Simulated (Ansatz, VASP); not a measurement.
## One calculation of As, two programs

```
CELL_PARAMETERS angstrom
3.57162 0.00000 0.00000
-1.78581 3.03125 0.00000
0.00000 0.00000 28.57424
ATOMIC_POSITIONS crystal
As 0.33265 0.66529 0.47537
As 0.66735 0.33471 0.52463
```

Change from the starting cell: strain along y -0.020, atoms relaxed.

Alike in both runs: functional PBE; dispersion D3(BJ); k mesh 9 × 9 × 1; occupations gaussian, width 0.02 eV; no spin polarisation.

Ansatz relaxed the structure, and its values are those at the end. VASP's run is a single point on that final structure, the one shown.

```csv
,VASP,Ansatz
version,VASP 6.6.1,Ansatz 0.2.0
potentials or method,"VASP PAW PBE potentials, release 64 (As), cutoff 520 eV","scalar-relativistic, plane waves, PAW"
valence electrons in the cell,10,30
```

Ansatz gave:

| Quantity | Value |
| --- | --- |
| gap on the k mesh at the Fermi level (eV) | 1.25 |
| least direct gap on the mesh (eV) | 2.03 |
| rms of the force components (eV/Å) | 0.005 |

Task: What did VASP give for the same quantities?

Result: gap on the k mesh at the Fermi level (eV): 1.25; least direct gap on the mesh (eV): 2.02; rms of the force components (eV/Å): 0.054.

VASP's potentials hold 10 valence electrons a cell and Ansatz's 30, so a difference there can come from the potentials and not from the codes. Ansatz's warnings: stress scf threshold loose.
